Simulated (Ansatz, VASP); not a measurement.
W: VASP beside Ansatz

INCAR

```
SYSTEM = W
ALGO     = Normal         ! electronic algorithm
EDIFF    = 1E-6           ! SCF threshold, eV
ENCUT    = 500            ! plane-wave cutoff, eV
GGA      = PS             ! functional
GGA_COMPAT= .False.      
ISIF     = 2              ! what is computed and relaxed
ISMEAR   = 0              ! smearing method
LASPH    = .True.         ! aspherical terms in the spheres
LCHARG   = .False.        ! write CHGCAR
LREAL    = .False.        ! projectors in reciprocal space
LWAVE    = .False.        ! write WAVECAR
NBANDS   = 13             ! bands
NELM     = 120            ! most SCF steps
PREC     = Accurate       ! precision mode
SIGMA    = 0.15           ! smearing width, eV
```

KPOINTS

```
k-points
0
Gamma
  22 22 22
  0 0 0
```

Contents of POSCAR:

```
W
1.0
    0.0000000000      2.0510603279      2.0510603279
    2.0510603279      0.0000000000      2.0510603279
    2.0510603279      2.0510603279      0.0000000000
W
1
Direct
    0.0000000000      0.0000000000      0.0000000000
```

Input for Ansatz:

```yaml
crystal:
  lattice:
    - [0.0, 2.0510603279, 2.0510603279]
    - [2.0510603279, 0.0, 2.0510603279]
    - [2.0510603279, 2.0510603279, 0.0]
  atoms:
    - { symbol: W, position: [0.0, 0.0, 0.0] }
basis:
  ecutwfc: 420
kpoints:
  mp_grid: { grid: [22, 22, 22] }
hamiltonian:
  xc: pbesol
  pseudopotentials: { kind: paw, azcp: { folder: soft_1 } }
scf:
  occupations: { method: gaussian, width: 0.15 }
output:
  forces: true
  stress: true
  eigenvalues: true
```

Alike in both runs: task single point; functional PBEsol; k mesh 22 × 22 × 22; occupations gaussian, width 0.15 eV; no spin polarisation.

|  | VASP | Ansatz |
| --- | --- | --- |
| version | VASP 6.6.1 | Ansatz 0.2.0 |
| potentials or method | VASP PAW PBE potentials, release 64 (W_sv), cutoff 500 eV | scalar-relativistic, plane waves, PAW |
| valence electrons in the cell | 14 | 14 |

```csv
,VASP,Ansatz,Ansatz less VASP
gap on the k mesh at the Fermi level (eV),none,none,-
pressure (GPa),-19.5,-19.9,-0.35
```

VASP's potentials were made for PBE, not for PBEsol, and Ansatz warns of the same on its side. A gap of «none» marks a metal or a gap that the smearing closes.

Spin-orbit coupling is off throughout.
